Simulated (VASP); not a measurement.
# CdSiSb2 (P-4m2) in VASP: notebook

CdSiSb2 is run at these levels: PBE, r2SCAN; tasks: single point.

Program: VASP 6.6.1. These are calculated values, not measurements. Logs are shortened: lines on timing, memory, paths and dates and some standing lists are left out, and cuts for length are marked.

## 1. The cell of the first run

It takes space group P-4m2 (No. 115, tetragonal). Conventional cell: a = 4.400 Å, b = 4.400 Å, c = 6.499 Å, α = 90.00°, β = 90.00°, γ = 90.00°. Within 3.7 Å of Cd (site symmetry -4m2) lie 4 Sb at 2.80 Å. Within 3.5 Å of Sb (site symmetry 2mm) lie 2 Si at 2.67 Å and 2 Cd at 2.80 Å. Within 3.5 Å of Si (site symmetry -4m2) lie 4 Sb at 2.67 Å.

## 2. Single point, PBE

File INCAR:

```
SYSTEM = CdSiSb2
ALGO     = Normal         ! electronic algorithm
EDIFF    = 1E-6           ! SCF threshold, eV
ENCUT    = 520            ! plane-wave cutoff, eV
GGA      = PE             ! functional
ISIF     = 2              ! what is computed and relaxed
ISMEAR   = -1             ! smearing method
LASPH    = .TRUE.         ! aspherical terms in the spheres
LCHARG   = .FALSE.        ! write CHGCAR
LREAL    = .FALSE.        ! projectors in reciprocal space
LWAVE    = .FALSE.        ! write WAVECAR
NBANDS   = 21             ! bands
NELM     = 100            ! most SCF steps
PREC     = Accurate       ! precision mode
SIGMA    = 0.02           ! smearing width, eV
```

File KPOINTS:

```
k-points
0
G
  6 6 4
  0 0 0
```

File POSCAR:

```
CdSiSb2
1.0
    4.4002560857      0.0000000000      0.0000000000
    0.0000000000      4.4002560857      0.0000000000
    0.0000000000      0.0000000000      6.4987454050
Cd Sb Si
1 2 1
Direct
    0.0000000000      0.0000000000      0.0000000000
    0.0000000000      0.5000000000      0.2673258375
    0.5000000000      0.0000000000      0.7326741625
    0.5000000000      0.5000000000      0.5000000000
```

Potentials or basis: VASP PAW PBE potentials, release 64 (Cd, Sb, Si).

Launch:

```
> cat potpaw_PBE.64/Cd/POTCAR potpaw_PBE.64/Sb/POTCAR potpaw_PBE.64/Si/POTCAR > POTCAR
> mpirun -np 1 vasp_std > vasp.out
```

OUTCAR:

```text
SYSTEM = CdSiSb2
   EDIFF = 1E-6
   ENCUT = 520
   GGA = PE
   ISIF = 2
   ISMEAR = -1
   LASPH = .TRUE.
   LREAL = .FALSE.
   NELM = 100
   PREC = Accurate

 ion  position               nearest neighbor table
   1  0.000  0.000  0.000-   2 2.80   3 2.80   2 2.80   3 2.80
   2  0.000  0.500  0.267-   4 2.67   4 2.67   1 2.80   1 2.80
   3  0.500  0.000  0.733-   4 2.67   4 2.67   1 2.80   1 2.80
   4  0.500  0.500  0.500-   2 2.67   3 2.67   3 2.67   2 2.67

  LATTYP: Found a simple tetragonal cell.
 ALAT       =     4.4002560857
 C/A-ratio  =     1.4769016345

  Lattice vectors:

 A1 = (   4.4002560857,   0.0000000000,   0.0000000000)
 A2 = (   0.0000000000,   4.4002560857,   0.0000000000)
 A3 = (   0.0000000000,   0.0000000000,   6.4987454050)

Analysis of symmetry for initial positions (statically):
=====================================================================
 Subroutine PRICEL returns:
 Original cell was already a primitive cell.

 Routine SETGRP: Setting up the symmetry group for a
 simple tetragonal supercell.

 Subroutine GETGRP returns: Found  8 space group operations
 (whereof  8 operations were pure point group operations)
 out of a pool of 16 trial point group operations.

The static configuration has the point symmetry D_2d.

Analysis of symmetry for dynamics (positions and initial velocities):
=====================================================================
 Subroutine PRICEL returns:
 Original cell was already a primitive cell.

 Routine SETGRP: Setting up the symmetry group for a
 simple tetragonal supercell.

 Subroutine GETGRP returns: Found  8 space group operations
 (whereof  8 operations were pure point group operations)
 out of a pool of 16 trial point group operations.

The dynamic configuration has the point symmetry D_2d.

 Subroutine INISYM returns: Found  8 space group operations
 (whereof  8 operations are pure point group operations),
 and found     1 'primitive' translations

----------------------------------------------------------------------------------------

                                     Primitive cell

  volume of cell :     125.8304

  direct lattice vectors                    reciprocal lattice vectors
     4.400256086  0.000000000  0.000000000     0.227259500  0.000000000  0.000000000
     0.000000000  4.400256086  0.000000000     0.000000000  0.227259500  0.000000000
     0.000000000  0.000000000  6.498745405     0.000000000  0.000000000  0.153875854

  length of vectors
     4.400256086  4.400256086  6.498745405     0.227259500  0.227259500  0.153875854

  position of ions in fractional coordinates (direct lattice)
     0.000000000  0.000000000  0.000000000
     0.000000000  0.500000000  0.267325838
     0.500000000  0.000000000  0.732674162
     0.500000000  0.500000000  0.500000000

  ion indices of the primitive-cell ions
   primitive index   ion index
                 1           1
                 2           2
                 3           3
                 4           4

----------------------------------------------------------------------------------------

 KPOINTS: k-points

Automatic generation of k-mesh.
 Grid dimensions read from file:
 generate k-points for:    6    6    4

 Generating k-lattice:

  Cartesian coordinates                     Fractional coordinates (reciprocal lattice)
     0.037876583  0.000000000  0.000000000     0.166666667  0.000000000  0.000000000
     0.000000000  0.037876583  0.000000000     0.000000000  0.166666667  0.000000000
     0.000000000  0.000000000  0.038468964     0.000000000  0.000000000  0.250000000

  Length of vectors
     0.037876583  0.037876583  0.038468964

  Shift w.r.t. Gamma in fractional coordinates (k-lattice)
     0.000000000  0.000000000  0.000000000

 Subroutine IBZKPT returns following result:
 ===========================================

 Found     30 irreducible k-points:

 Following reciprocal coordinates:
            Coordinates               Weight
  0.000000  0.000000  0.000000      1.000000
  0.166667  0.000000  0.000000      4.000000
  0.333333  0.000000  0.000000      4.000000
  0.500000  0.000000  0.000000      2.000000
  0.166667  0.166667  0.000000      4.000000
  0.333333  0.166667  0.000000      8.000000
[... 16 lines left out ...]
  0.333333  0.000000  0.500000      4.000000
  0.500000  0.000000  0.500000      2.000000
 [... further k-points ...]
   k-points           NKPTS =     30   k-points in BZ     NKDIM =     30   number of bands    NBANDS=     21
   number of dos      NEDOS =    301   number of ions     NIONS =      4
   total plane-waves  NPLWV =  62208
   dimension x,y,z NGX =    36 NGY =   36 NGZ =   48
   dimension x,y,z NGXF=    72 NGYF=   72 NGZF=   96
   ions per type =               1   2   1
   NGX,Y,Z   is equivalent  to a cutoff of  13.60, 13.60, 12.28 a.u.
   NGXF,Y,Z  is equivalent  to a cutoff of  27.20, 27.20, 24.56 a.u.
 SYSTEM =  CdSiSb2
   PREC   = accura    normal or accurate (medium, high low for compatibility)
   ISTART =      0    job   : 0-new  1-cont  2-samecut
   ICHARG =      2    charge: 1-file 2-atom 10-const
   ISPIN  =      1    spin polarized calculation?
   LNONCOLLINEAR =      F non collinear calculations
   LSORBIT =      F    spin-orbit coupling
   LASPH  =      T    aspherical Exc in radial PAW
   ENCUT  =  520.0 eV  38.22 Ry    6.18 a.u.   8.18  8.18 12.08*2*pi/ulx,y,z
   NELM   =    100;   NELMIN=  2; NELMDL= -5     # of ELM steps
   EDIFF  = 0.1E-05   stopping-criterion for ELM
   LREAL  =      F    real-space projection
   EDIFFG = 0.1E-04   stopping-criterion for IOM
   NSW    =      0    number of steps for IOM
   IBRION =     -1    ionic relax: 0-MD 1-quasi-New 2-CG
   NFREE  =      0    steps in history (QN), initial steepest desc. (CG)
   ISIF   =      2    stress and relaxation
   ISYM   =      2    0-nonsym 1-usesym 2-fastsym
   POTIM  = 0.5000    time-step for ionic-motion
   TEBEG  =    0.0;   TEEND  =   0.0 temperature during run
   PSTRESS=    0.0 pullay stress
   NELECT =      26.0000    total number of electrons
   NUPDOWN=      -1.0000    fix difference up-down
   EMIN   =  10.00;   EMAX   =-10.00  energy-range for DOS
   EFERMI =   0.00;   METHOD = LEGACY
   ISMEAR =    -1;   SIGMA  =   0.02  broadening in eV -4-tet -1-fermi 0-gaus
   EFERMI_NEDOS =   21; number of points for ismear=-14 and -15
   IALGO  =     38    algorithm
   IMIX   =      4    mixing-type and parameters
     AMIX     =   0.40;   BMIX     =  1.00
     AMIX_MAG =   1.60;   BMIX_MAG =  1.00
  volume/ion in A,a.u.               =      31.46       212.29
  Fermi-wavevector in a.u.,A,eV,Ry     =   0.967841  1.828955 12.744805  0.936717
  Thomas-Fermi vector in A             =   2.097761
   LORBIT       =      0    0 simple, 1 ext, 2 COOP (PROOUT), +10 PAW based schemes
   GGA     = PE    functional components
   LHFCALC =     F    Hartree Fock is set to
   AEXX    =    0.0000 exact exchange contribution
   IVDW    =     0    specifies the selected vdW correction
   LEPSILON=     F    determine dielectric tensor
   LRPA    =     F    only Hartree local field effects (RPA)
 non-spin polarized calculation
  energy-cutoff  :      520.00
  volume of cell :      125.83
 maximum number of plane-waves:      3421
 NGX is ok and might be reduce to    36
   NGX = 17   NGY = 17   NGZ = 25

 number of electron      25.9999994 magnetization

 Free energy of the ion-electron system (eV)
  ---------------------------------------------------
  ext. energy  EPLUGINS =         0.00000000
  ---------------------------------------------------
  free energy    TOTEN  =       -13.94884956 eV

  energy without entropy =      -13.94716931  energy(sigma->0) =      -13.94800943

 E-fermi :   4.0557     XC(G=0):  -8.6862

 val. band max:        3.9826509926   @ k =   0.3333   0.0000   0.0000
 cond. band min:       4.0650559435   @ k =   0.3333   0.0000   0.2500
 fundamental gap:      0.0824049509
 Fermi energy:         4.0556934216

 k-point     1 :       0.0000    0.0000    0.0000
  band No.  band energies     occupation
      1      -7.3226      2.00000
      2      -5.6371      2.00000
      3      -4.6288      2.00000
      4      -4.6288      2.00000
      5      -4.5208      2.00000
      6      -4.4852      2.00000
[... 13 lines left out ...]
     20       9.8885      0.00000
     21      11.4925      0.00000

 k-point     2 :       0.1667    0.0000    0.0000
  band No.  band energies     occupation
      1      -7.1706      2.00000
      2      -5.6415      2.00000
      3      -4.6503      2.00000
      4      -4.6264      2.00000
      5      -4.5033      2.00000
      6      -4.4947      2.00000
[... 13 lines left out ...]
     20      10.4556      0.00000
     21      10.4970      0.00000

 k-point     3 :       0.3333    0.0000    0.0000
  band No.  band energies     occupation
      1      -6.7768      2.00000
      2      -5.6825      2.00000
      3      -4.6671      2.00000
      4      -4.6214      2.00000
      5      -4.5136      2.00000
      6      -4.4909      2.00000
[... 13 lines left out ...]
     20       9.8684      0.00000
     21       9.9401      0.00000

 k-point     4 :       0.5000    0.0000    0.0000
  band No.  band energies     occupation
      1      -6.4771      2.00000
      2      -5.7566      2.00000
      3      -4.6503      2.00000
      4      -4.6189      2.00000
      5      -4.5671      2.00000
      6      -4.5230      2.00000
[... 13 lines left out ...]
     20       9.0178      0.00000
     21       9.7224      0.00000

 k-point     5 :       0.1667    0.1667    0.0000
  band No.  band energies     occupation
      1      -7.0180      2.00000
      2      -5.6391      2.00000
      3      -4.6526      2.00000
      4      -4.6308      2.00000
      5      -4.5084      2.00000
      6      -4.4893      2.00000
[... 13 lines left out ...]
     20       9.7194      0.00000
     21      10.1251      0.00000

 k-point     6 :       0.3333    0.1667    0.0000
  band No.  band energies     occupation
      1      -6.6223      2.00000
      2      -5.6617      2.00000
      3      -4.6609      2.00000
      4      -4.6162      2.00000
      5      -4.5283      2.00000
      6      -4.4764      2.00000
[... 13 lines left out ...]
     20       9.0780      0.00000
     21       9.7302      0.00000

 k-point     7 :       0.5000    0.1667    0.0000
  band No.  band energies     occupation
      1      -6.3197      2.00000
      2      -5.7202      2.00000
      3      -4.6484      2.00000
      4      -4.6085      2.00000
      5      -4.5370      2.00000
      6      -4.5113      2.00000
[... 13 lines left out ...]
     20       9.3485      0.00000
     21      10.4760      0.00000
[... 291 lines left out ...]
      1      -5.6454      2.00000
      2      -5.6454      2.00000
      3      -4.6367      2.00000
      4      -4.5407      2.00000
      5      -4.4822      2.00000
      6      -4.1266      2.00000
[... 13 lines left out ...]
     20       9.9888      0.00000
     21      11.3115      0.00000

 k-point    21 :       0.0000    0.0000    0.5000
  band No.  band energies     occupation
      1      -7.1326      2.00000
      2      -5.8540      2.00000
      3      -4.7373      2.00000
      4      -4.6332      2.00000
      5      -4.6332      2.00000
      6      -4.5166      2.00000
[... 13 lines left out ...]
     20       9.5386      0.00000
     21      10.0186      0.00000

 k-point    22 :       0.1667    0.0000    0.5000
  band No.  band energies     occupation
      1      -7.0011      2.00000
      2      -5.8072      2.00000
      3      -4.7074      2.00000
      4      -4.6301      2.00000
      5      -4.5771      2.00000
      6      -4.4998      2.00000
[... 13 lines left out ...]
     20       9.3232      0.00000
     21       9.5706      0.00000

 k-point    23 :       0.3333    0.0000    0.5000
  band No.  band energies     occupation
      1      -6.6841      2.00000
      2      -5.7372      2.00000
      3      -4.6238      2.00000
      4      -4.6123      2.00000
      5      -4.5133      2.00000
      6      -4.5131      2.00000
[... 13 lines left out ...]
     20       9.2502      0.00000
     21      10.4527      0.00000

 k-point    24 :       0.5000    0.0000    0.5000
  band No.  band energies     occupation
      1      -6.4813      2.00000
      2      -5.7208      2.00000
      3      -4.6206      2.00000
      4      -4.5339      2.00000
      5      -4.5224      2.00000
      6      -4.4666      2.00000
[... 13 lines left out ...]
     20      10.2334      0.00000
     21      10.5128      0.00000

 [... further k-points ...]

------------------------ aborting loop because EDIFF is reached ----------------------------------------

  FORCE on cell =-STRESS in cart. coord.  units (eV):
  Direction    XX          YY          ZZ          XY          YZ          ZX
  --------------------------------------------------------------------------------------
  -------------------------------------------------------------------------------------
  Total        0.0852713      0.0852713      0.0854952      0.0000000      0.0000000      0.0000000
  in kB        1.0857453      1.0857453      1.0885968      0.0000000      0.0000000      0.0000000
  external PRESSURE =       1.0866958 kB  Pullay stress =       0.0000000 kB

 VOLUME and BASIS-vectors are now :
 -----------------------------------------------------------------------------
  energy-cutoff  :      520.00
  volume of cell :      125.83
      direct lattice vectors                 reciprocal lattice vectors
     4.400256086  0.000000000  0.000000000     0.227259500  0.000000000  0.000000000
     0.000000000  4.400256086  0.000000000     0.000000000  0.227259500  0.000000000
     0.000000000  0.000000000  6.498745405     0.000000000  0.000000000  0.153875854

 POSITION                                       TOTAL-FORCE (eV/Angst)
 -----------------------------------------------------------------------------------
      0.00000      0.00000      0.00000         0.000000     -0.000000      0.000000
      0.00000      2.20013      1.73728         0.000000     -0.000000     -0.017797
      2.20013      0.00000      4.76146        -0.000000     -0.000000      0.017797
      2.20013      2.20013      3.24937         0.000000      0.000000      0.000000
 -----------------------------------------------------------------------------------
    total drift:                               -0.000000      0.000000      0.000000

  FREE ENERGIE OF THE ION-ELECTRON SYSTEM (eV)
  ---------------------------------------------------
  free  energy   TOTEN  =       -13.9488495582 eV

  energy  without entropy=      -13.9471693092  energy(sigma->0) =      -13.94800943
```

Wall time 35 s (1 thread of Intel Xeon 6975P-C (Granite Rapids), shared host); peak memory 0.28 GiB.

Results:

```yaml
Free_energy: -13.9488 eV
Pressure: 0.1 GPa
Largest_force: 0.018 eV/Å
Band_gap_on_the_k_mesh: zero (bands 13 and 14 overlap by 0.30 eV)
```

Forces on the atoms (eV/Å):
```
Cd   0.000  0.000  0.000
Sb   0.000  0.000 -0.018
Sb   0.000  0.000  0.018
Si   0.000  0.000  0.000
```

Caveat: semilocal functionals underestimate gaps, and a narrow one can read as zero; spin-orbit coupling is left out, which moves the levels of the heavy elements.

(Part 1 of 2 ends here.)

The gap in the log of VASP goes by the Fermi energy; the results here count the filled bands.